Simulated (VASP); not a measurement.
The system is C.

```
CELL_PARAMETERS angstrom
0.00000 1.77140 1.77140
1.77140 0.00000 1.77140
1.77140 1.77140 0.00000
ATOMIC_POSITIONS crystal
C 0.75000 0.75000 0.75000
C 0.50000 0.50000 0.50000
```

Base run:

| Quantity | Value |
| --- | --- |
| Program | VASP 6.6.1 |
| Functional | r2SCAN |
| Dispersion | D3(BJ) |
| Potentials or basis | VASP PAW PBE potentials, release 64 (C) |
| Cutoff | 520 eV |
| k mesh | 13 × 13 × 13 |
| Occupations | fermi-dirac, width 0.05 eV |
| Spin | no spin polarisation |

Its results: band gap on the k mesh 4.38 eV, indirect (least direct gap 5.89 eV); pressure 5.3 GPa.

Q: The run is repeated on the same cell with these changes: dispersion from D3(BJ) to none. What comes out?

A: Band gap on the k mesh 4.38 eV, indirect (least direct gap 5.89 eV); pressure 8.0 GPa.

Dispersion adds attraction, which lowers the pressure at fixed volume and, as a term added to the energy, leaves the levels alone.

Caveats: the PAW data sets were made with another functional, which shifts forces and pressure a little.

A k mesh can miss the band edges.
